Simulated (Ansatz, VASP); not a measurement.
**BeS2 in VASP and in Ansatz**

```
CELL_PARAMETERS angstrom
-2.60497 2.60497 4.19006
2.60497 -2.60497 4.19006
2.60497 2.60497 -4.19006
ATOMIC_POSITIONS crystal
Be 0.00000 0.00000 0.00000
Be 0.75000 0.25000 0.50000
S 0.37500 0.35220 0.47720
S 0.64780 0.12500 0.02280
S 0.87500 0.89780 0.52280
S 0.10220 0.62500 0.97720
```

Alike in both runs: task relaxation of cell and atoms; functional PBE; k mesh 6 × 6 × 6; occupations gaussian, width 0.1 eV; no spin polarisation.

|  | VASP | Ansatz |
| --- | --- | --- |
| version | VASP 6.6.1 | Ansatz 0.2.0 |
| potentials or method | VASP PAW PBE potentials, release 64 (Be, S), cutoff 600 eV | scalar-relativistic, plane waves, PAW |
| valence electrons in the cell | 28 | 28 |

VASP gave:

| Item | Value |
| --- | --- |
| gap on the k mesh at the Fermi level, each at its own relaxed structure (eV) | none |
| relaxed volume (Å³/atom) | 15.75 |
| relaxed cell length with the largest relative difference (Å) | 5.348 |

What did Ansatz give for the same quantities?

gap on the k mesh at the Fermi level, each at its own relaxed structure (eV): none; relaxed volume (Å³/atom): 15.72; relaxed cell length with the largest relative difference (Å): 5.346.

A gap of «none» marks a metal or a gap that the smearing closes.

Noted on VASP's run: the volume moved by over 15 % at a fixed basis, so the end points are rough.
